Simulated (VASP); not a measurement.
A run of VASP 6.6.1 is set up as follows.

File INCAR:

```
SYSTEM = CuAu
PREC = Accurate ; ENCUT = 520
EDIFF = 1E-7 ; ISMEAR = 0
SIGMA = 0.15 ; LREAL = .False.
LASPH = .True. ; NELM = 60
ALGO = Fast ; ISIF = 2
LWAVE = .False. ; LCHARG = .True.
GGA = PE ; LELF = .True.
LVHAR = .True. ; NBANDS = 18
```

File KPOINTS:

```
Automatic mesh
0
Gamma
  18 18 14
  0 0 0
```

The input POSCAR:

```
CuAu
1.0
    2.8840000000      0.0000000000      0.0000000000
    0.0000000000      2.8840000000      0.0000000000
    0.0000000000      0.0000000000      3.6700000000
Cu Au
1 1
Direct
    0.5000000000      0.5000000000      0.5000000000
    0.0000000000      0.0000000000      0.0000000000
```

Potentials or basis: VASP PAW PBE potentials, release 64 (Cu, Au).

The run is started by

```console
$ cat potpaw_PBE.64/Cu/POTCAR potpaw_PBE.64/Au/POTCAR > POTCAR
$ mpirun -np 1 vasp_std > vasp.out
```

Problem. What does it give for the band gap on the k mesh?

Solution. Zero (band 11 reaches 13.09 eV, above the bottom of band 12 at 6.12 eV).

Problem. Estimate the pressure.

Solution. -2.1 GPa.

Caveat: the cell differs from its parent crystal (strain +0.030 along x and y, +0.000 along z); spin-orbit coupling is left out, which moves the levels of the heavy elements.
